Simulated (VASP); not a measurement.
# Cs2TeH6SO10 (R3) in VASP: single point with PBE

Aim: the single point of Cs2TeH6SO10 with PBE.

Program: VASP 6.6.1. These are calculated values, not measurements. Logs are shortened: lines on timing, memory, paths and dates and some standing lists are left out, and cuts for length are marked.

### 1 The cell of the first run

It takes space group R3 (No. 146, trigonal). Conventional cell: a = 7.479 Å, b = 7.479 Å, c = 16.637 Å, α = 90.00°, β = 90.00°, γ = 120.00°. Cs (site symmetry 3) has 10 O at 2.66 to 3.21 Å and 6 H at 2.87 to 2.97 Å within 3.5 Å. Cs (site symmetry 3) has 21 O at 2.90 to 4.49 Å and 9 H at 3.23 to 4.02 Å and 1 S at 3.37 Å and 3 Te at 4.32 Å within 4.5 Å. Within 2.6 Å of Te (site symmetry 3) lie 6 O at 1.95 Å and 6 H at 2.38 to 2.50 Å. Within 1.3 Å of H (site symmetry 1) lie 1 O at 0.99 Å. Within 1.4 Å of H (site symmetry 1) lie 1 O at 1.00 Å. Within 2.0 Å of S (site symmetry 3) lie 4 O at 1.47 to 1.51 Å. O (site symmetry 1) has 1 H at 0.99 Å within 1.3 Å. O (site symmetry 3) has 1 S at 1.47 Å within 2.0 Å.

### 2 Single point, PBE

INCAR

```
PREC     = Accurate       # precision mode
ENCUT    = 520            # plane-wave cutoff, eV
EDIFF    = 1E-6           # SCF threshold, eV
ISMEAR   = -1             # smearing method
SIGMA    = 0.02           # smearing width, eV
LREAL    = Auto         
LASPH    = T              # aspherical terms in the spheres
NELM     = 80             # most SCF steps
ALGO     = Normal         # electronic algorithm
ISIF     = 2              # what is computed and relaxed
LWAVE    = F              # write WAVECAR
LCHARG   = T              # write CHGCAR
GGA      = PE             # functional
LELF     = T              # ELF
LVHAR    = T            
NBANDS   = 64             # bands
```

KPOINTS

```
Automatic mesh
0
Gamma
  3 3 3
```

POSCAR

```
Cs2TeH6SO10
1.0
    3.7395000000      2.1590013316      5.5456666667
   -3.7395000000      2.1590013316      5.5456666667
    0.0000000000     -4.3180026633      5.5456666667
Cs Te H S O
2 1 6 1 10
Direct
    0.2512761449      0.2512761449      0.2512761449
    0.7019798021      0.7019798021      0.7019798021
    0.0255871772      0.0255871772      0.0255871772
    0.9551650285      0.6874335554      0.1251200988
    0.1251200988      0.9551650285      0.6874335554
    0.6874335554      0.1251200988      0.9551650285
    0.8426678726      0.3682220797      0.1435298269
    0.1435298269      0.8426678726      0.3682220797
    0.3682220797      0.1435298269      0.8426678726
    0.4995581091      0.4995581091      0.4995581091
    1.0999032575      0.7166538828      0.0485058581
    0.0485058581      1.0999032575      0.7166538828
    0.7166538828      0.0485058581      1.0999032575
    0.4113110430      0.4113110430      0.4113110430
    0.7297485245      0.5102664264      0.3509588972
    0.3509588972      0.7297485245      0.5102664264
    0.5102664264      0.3509588972      0.7297485245
    0.9396026044      0.3371196604     -0.0011298494
   -0.0011298494      0.9396026044      0.3371196604
    0.3371196604     -0.0011298494      0.9396026044
```

Potentials or basis: VASP PAW PBE potentials, release 64 (Cs_sv, Te, H, S, O).

Run with:

```bash
cat potpaw_PBE.64/Cs_sv/POTCAR potpaw_PBE.64/Te/POTCAR potpaw_PBE.64/H/POTCAR potpaw_PBE.64/S/POTCAR potpaw_PBE.64/O/POTCAR > POTCAR
mpirun -np 1 vasp_std > vasp.out
```

OUTCAR:

```text
PREC = Accurate
   ENCUT = 520
   EDIFF = 1E-6
   ISMEAR = -1
   LREAL = Auto
   LASPH = T
   NELM = 80
   ISIF = 2
   GGA = PE

 ion  position               nearest neighbor table
   1  0.251  0.251  0.251-
   2  0.702  0.702  0.702-
   3  0.026  0.026  0.026-  20 1.95  18 1.95  19 1.95  13 1.95  11 1.95  12 1.95
   4  0.955  0.687  0.125-  11 0.99
   5  0.125  0.955  0.687-  12 0.99
   6  0.687  0.125  0.955-  13 0.99
   7  0.843  0.368  0.144-  18 1.00
   8  0.144  0.843  0.368-  19 1.00
   9  0.368  0.144  0.843-  20 1.00
  10  0.500  0.500  0.500-  14 1.47  15 1.51  16 1.51  17 1.51
  11  0.100  0.717  0.049-   4 0.99   3 1.95
  12  0.049  0.100  0.717-   5 0.99   3 1.95
  13  0.717  0.049  0.100-   6 0.99   3 1.95
  14  0.411  0.411  0.411-  10 1.47
  15  0.730  0.510  0.351-  10 1.51
  16  0.351  0.730  0.510-  10 1.51
  17  0.510  0.351  0.730-  10 1.51
  18  0.940  0.337  0.999-   7 1.00   3 1.95
  19  0.999  0.940  0.337-   8 1.00   3 1.95
  20  0.337  0.999  0.940-   9 1.00   3 1.95

  LATTYP: Found a trigonal (rhomboedric) cell.
 ALAT       =     7.0284824662
 COS(alpha) =     0.4338468353

  Lattice vectors:

 A1 = (   3.7395000000,   2.1590013316,   5.5456666667)
 A2 = (  -3.7395000000,   2.1590013316,   5.5456666667)
 A3 = (   0.0000000000,  -4.3180026633,   5.5456666667)

Analysis of symmetry for initial positions (statically):
=====================================================================
 Subroutine PRICEL returns:
 Original cell was already a primitive cell.

 Routine SETGRP: Setting up the symmetry group for a
 trigonal (rhombohedral) supercell.

 Subroutine GETGRP returns: Found  3 space group operations
 (whereof  3 operations were pure point group operations)
 out of a pool of 12 trial point group operations.

The static configuration has the point symmetry C_3 .

Analysis of symmetry for dynamics (positions and initial velocities):
=====================================================================
 Subroutine PRICEL returns:
 Original cell was already a primitive cell.

 Routine SETGRP: Setting up the symmetry group for a
 trigonal (rhombohedral) supercell.

 Subroutine GETGRP returns: Found  3 space group operations
 (whereof  3 operations were pure point group operations)
 out of a pool of 12 trial point group operations.

The dynamic configuration has the point symmetry C_3 .

 Subroutine INISYM returns: Found  3 space group operations
 (whereof  3 operations are pure point group operations),
 and found     1 'primitive' translations

----------------------------------------------------------------------------------------

                                     Primitive cell

  volume of cell :     268.6405

  direct lattice vectors                    reciprocal lattice vectors
     3.739500000  2.159001332  5.545666667     0.133707715  0.077196185  0.060106990
    -3.739500000  2.159001332  5.545666667    -0.133707715  0.077196185  0.060106990
     0.000000000 -4.318002663  5.545666667     0.000000000 -0.154392370  0.060106990

  length of vectors
     7.028482466  7.028482466  7.028482466     0.165679976  0.165679976  0.165679976

  position of ions in fractional coordinates (direct lattice)
     0.251276145  0.251276145  0.251276145
     0.701979802  0.701979802  0.701979802
     0.025587177  0.025587177  0.025587177
     0.955165028  0.687433555  0.125120099
     0.125120099  0.955165028  0.687433555
     0.687433555  0.125120099  0.955165028
[... 12 lines left out ...]
     0.998870151  0.939602604  0.337119660
     0.337119660  0.998870151  0.939602604

  ion indices of the primitive-cell ions
   primitive index   ion index
                 1           1
                 2           2
                 3           3
                 4           4
                 5           5
                 6           6
[... 12 lines left out ...]
                19          19
                20          20

----------------------------------------------------------------------------------------

 KPOINTS: Automatic mesh

Automatic generation of k-mesh.
 Grid dimensions read from file:
 generate k-points for:    3    3    3

 Generating k-lattice:

  Cartesian coordinates                     Fractional coordinates (reciprocal lattice)
     0.044569238  0.025732062  0.020035663     0.333333333  0.000000000  0.000000000
    -0.044569238  0.025732062  0.020035663     0.000000000  0.333333333  0.000000000
     0.000000000 -0.051464123  0.020035663     0.000000000  0.000000000  0.333333333

  Length of vectors
     0.055226659  0.055226659  0.055226659

  Shift w.r.t. Gamma in fractional coordinates (k-lattice)
     0.000000000  0.000000000  0.000000000

 Subroutine IBZKPT returns following result:
 ===========================================

 Found      6 irreducible k-points:

 Following reciprocal coordinates:
            Coordinates               Weight
  0.000000  0.000000  0.000000      1.000000
  0.333333 -0.000000 -0.000000      6.000000
  0.333333  0.333333 -0.000000      6.000000
 -0.333333  0.333333  0.000000      6.000000
  0.333333  0.333333  0.333333      2.000000
 -0.333333  0.333333  0.333333      6.000000
   k-points           NKPTS =      6   k-points in BZ     NKDIM =      6   number of bands    NBANDS=     64
   number of dos      NEDOS =    301   number of ions     NIONS =     20
   total plane-waves  NPLWV = 157464
   dimension x,y,z NGX =    54 NGY =   54 NGZ =   54
   dimension x,y,z NGXF=   108 NGYF=  108 NGZF=  108
   ions per type =               2   1   6   1  10
   NGX,Y,Z   is equivalent  to a cutoff of  12.77, 12.77, 12.77 a.u.
   NGXF,Y,Z  is equivalent  to a cutoff of  25.55, 25.55, 25.55 a.u.
 SYSTEM =  unknown system
   PREC   = accura    normal or accurate (medium, high low for compatibility)
   ISTART =      0    job   : 0-new  1-cont  2-samecut
   ICHARG =      2    charge: 1-file 2-atom 10-const
   ISPIN  =      1    spin polarized calculation?
   LNONCOLLINEAR =      F non collinear calculations
   LSORBIT =      F    spin-orbit coupling
   LASPH  =      T    aspherical Exc in radial PAW
   ENCUT  =  520.0 eV  38.22 Ry    6.18 a.u.  13.07 13.07 13.07*2*pi/ulx,y,z
   NELM   =     80;   NELMIN=  2; NELMDL= -5     # of ELM steps
   EDIFF  = 0.1E-05   stopping-criterion for ELM
   LREAL  =      T    real-space projection
   EDIFFG = 0.1E-04   stopping-criterion for IOM
   NSW    =      0    number of steps for IOM
   IBRION =     -1    ionic relax: 0-MD 1-quasi-New 2-CG
   NFREE  =      0    steps in history (QN), initial steepest desc. (CG)
   ISIF   =      2    stress and relaxation
   ISYM   =      2    0-nonsym 1-usesym 2-fastsym
   POTIM  = 0.5000    time-step for ionic-motion
   TEBEG  =    0.0;   TEEND  =   0.0 temperature during run
   PSTRESS=    0.0 pullay stress
   NELECT =      96.0000    total number of electrons
   NUPDOWN=      -1.0000    fix difference up-down
   EMIN   =  10.00;   EMAX   =-10.00  energy-range for DOS
   EFERMI =   0.00;   METHOD = LEGACY
   ISMEAR =    -1;   SIGMA  =   0.02  broadening in eV -4-tet -1-fermi 0-gaus
   EFERMI_NEDOS =   21; number of points for ismear=-14 and -15
   IALGO  =     38    algorithm
   IMIX   =      4    mixing-type and parameters
     AMIX     =   0.40;   BMIX     =  1.00
     AMIX_MAG =   1.60;   BMIX_MAG =  1.00
  volume/ion in A,a.u.               =      13.43        90.64
  Fermi-wavevector in a.u.,A,eV,Ry     =   1.161738  2.195366 18.362892  1.349635
  Thomas-Fermi vector in A             =   2.298306
   LORBIT       =      0    0 simple, 1 ext, 2 COOP (PROOUT), +10 PAW based schemes
   GGA     = PE    functional components
   LHFCALC =     F    Hartree Fock is set to
   AEXX    =    0.0000 exact exchange contribution
   IVDW    =     0    specifies the selected vdW correction
   LEPSILON=     F    determine dielectric tensor
   LRPA    =     F    only Hartree local field effects (RPA)
 non-spin polarized calculation
  energy-cutoff  :      520.00
  volume of cell :      268.64
 maximum number of plane-waves:      7253
 NGX is ok and might be reduce to    54
   NGX = 27   NGY = 27   NGZ = 27

 number of electron      96.0000004 magnetization

 Free energy of the ion-electron system (eV)
  ---------------------------------------------------
  ext. energy  EPLUGINS =         0.00000000
  ---------------------------------------------------
  free energy    TOTEN  =      -103.44925577 eV

  energy without entropy =     -103.44925577  energy(sigma->0) =     -103.44925577

 E-fermi :   0.9410     XC(G=0):  -8.6604

 val. band max:        0.4014660224   @ k =  -0.3333   0.3333   0.0000
 cond. band min:       3.0034450210   @ k =   0.0000   0.0000   0.0000
 fundamental gap:      2.6019789986
 Fermi energy:         0.9409576298

 k-point     1 :       0.0000    0.0000    0.0000
  band No.  band energies     occupation
      1     -21.8669      2.00000
      2     -20.4610      2.00000
      3     -18.9944      2.00000
      4     -18.7744      2.00000
      5     -18.7744      2.00000
      6     -18.6261      2.00000
[... 52 lines left out ...]
     59       9.1479      0.00000
     60       9.3406      0.00000

 k-point     2 :       0.3333   -0.0000   -0.0000
  band No.  band energies     occupation
      1     -21.8630      2.00000
      2     -20.4459      2.00000
      3     -18.9857      2.00000
      4     -18.9052      2.00000
      5     -18.7729      2.00000
      6     -18.6405      2.00000
[... 52 lines left out ...]
     59       8.7638      0.00000
     60       9.0223      0.00000

 k-point     3 :       0.3333    0.3333   -0.0000
  band No.  band energies     occupation
      1     -21.8619      2.00000
      2     -20.4319      2.00000
      3     -19.0465      2.00000
      4     -18.8772      2.00000
      5     -18.8121      2.00000
      6     -18.6465      2.00000
[... 52 lines left out ...]
     59       8.6723      0.00000
     60       9.1044      0.00000

 k-point     4 :      -0.3333    0.3333    0.0000
  band No.  band energies     occupation
      1     -21.8608      2.00000
      2     -20.4286      2.00000
      3     -19.0135      2.00000
      4     -18.9455      2.00000
      5     -18.8307      2.00000
      6     -18.6055      2.00000
[... 52 lines left out ...]
     59       8.7568      0.00000
     60       9.0091      0.00000

 k-point     5 :       0.3333    0.3333    0.3333
  band No.  band energies     occupation
      1     -21.8622      2.00000
      2     -20.4306      2.00000
      3     -19.0910      2.00000
      4     -18.8238      2.00000
      5     -18.8103      2.00000
      6     -18.6539      2.00000
[... 52 lines left out ...]
     59       8.8348      0.00000
     60       9.0794      0.00000

 k-point     6 :      -0.3333    0.3333    0.3333
  band No.  band energies     occupation
      1     -21.8604      2.00000
      2     -20.4206      2.00000
      3     -19.0693      2.00000
      4     -18.9360      2.00000
      5     -18.8106      2.00000
      6     -18.6227      2.00000
[... 52 lines left out ...]
     59       8.7420      0.00000
     60       9.0456      0.00000
 [bands above 60 left out]

------------------------ aborting loop because EDIFF is reached ----------------------------------------

  FORCE on cell =-STRESS in cart. coord.  units (eV):
  Direction    XX          YY          ZZ          XY          YZ          ZX
  --------------------------------------------------------------------------------------
  -------------------------------------------------------------------------------------
  Total        4.2937760      4.2937760      6.6672581      0.0000001     -0.0000000      0.0000000
  in kB       25.6081678     25.6081678     39.7636634      0.0000003     -0.0000000      0.0000000
  external PRESSURE =      30.3266663 kB  Pullay stress =       0.0000000 kB

 VOLUME and BASIS-vectors are now :
 -----------------------------------------------------------------------------
  energy-cutoff  :      520.00
  volume of cell :      268.64
      direct lattice vectors                 reciprocal lattice vectors
     3.739500000  2.159001332  5.545666667     0.133707715  0.077196185  0.060106990
    -3.739500000  2.159001332  5.545666667    -0.133707715  0.077196185  0.060106990
     0.000000000 -4.318002663  5.545666667     0.000000000 -0.154392370  0.060106990

 POSITION                                       TOTAL-FORCE (eV/Angst)
 -----------------------------------------------------------------------------------
      0.00000     -0.00000      4.18048         0.000000      0.000000     -0.009701
      0.00000     -0.00000     11.67884         0.000000     -0.000000      0.007595
      0.00000     -0.00000      0.42569         0.000000     -0.000000      0.005628
      1.00118      3.00610      9.80318        -0.035901     -0.075600     -0.061257
     -3.10395     -0.63600      9.80318         0.083422      0.006709     -0.061257
      2.10277     -2.37010      9.80318        -0.047521      0.068892     -0.061257
[... 12 lines left out ...]
      0.22163      2.72948     12.61968        -0.064424      0.018747     -0.045342
     -2.47462     -1.17280     12.61968         0.015977     -0.065166     -0.045342
 -----------------------------------------------------------------------------------
    total drift:                               -0.000000     -0.000000      0.004628

  FREE ENERGIE OF THE ION-ELECTRON SYSTEM (eV)
  ---------------------------------------------------
  free  energy   TOTEN  =      -103.4492557748 eV

  energy  without entropy=     -103.4492557748  energy(sigma->0) =     -103.44925577
```

Run time: 7.7 min. Hardware: 1 thread of Intel Xeon 8259CL, shared host; peak memory 0.43 GiB.

Results:

```
Free energy            : -103.4493 eV
Pressure               : 3.0 GPa
Largest force          : 0.252 eV/Å
Band gap on the k mesh : 2.60 eV (least direct gap 2.63 eV)
```

Forces on the atoms (eV/Å):
```
Cs   0.000  0.000 -0.010
Cs   0.000  0.000  0.008
Te   0.000  0.000  0.006
H   -0.036 -0.076 -0.061
H    0.083  0.007 -0.061
H   -0.048  0.069 -0.061
H   -0.049 -0.058  0.047
H    0.074 -0.014  0.047
H   -0.025  0.071  0.047
S    0.000  0.000 -0.112
O    0.026  0.071  0.060
O   -0.074 -0.013  0.060
O    0.048 -0.058  0.060
O    0.000  0.000  0.252
O   -0.086 -0.116 -0.048
O    0.144 -0.017 -0.048
O   -0.057  0.133 -0.048
O    0.048  0.046 -0.045
O   -0.064  0.019 -0.045
O    0.016 -0.065 -0.045
```

Stress tensor (GPa, compression positive):
```
2.56 0.00 0.00
0.00 2.56 0.00
0.00 0.00 3.98
```

Levels at points of the mesh, in eV from the valence-band top:
```
           k point  band 45  band 46  band 47  band 48  band 49  band 50  band 51  band 52
(0.00, 0.00, 0.00)    -1.36    -0.06    -0.06    -0.03     2.60     5.62     6.97     6.97
```

Caveat: the cell stands under pressure; spin-orbit coupling is left out, which moves the levels of the heavy elements. A k mesh can miss the band edges.
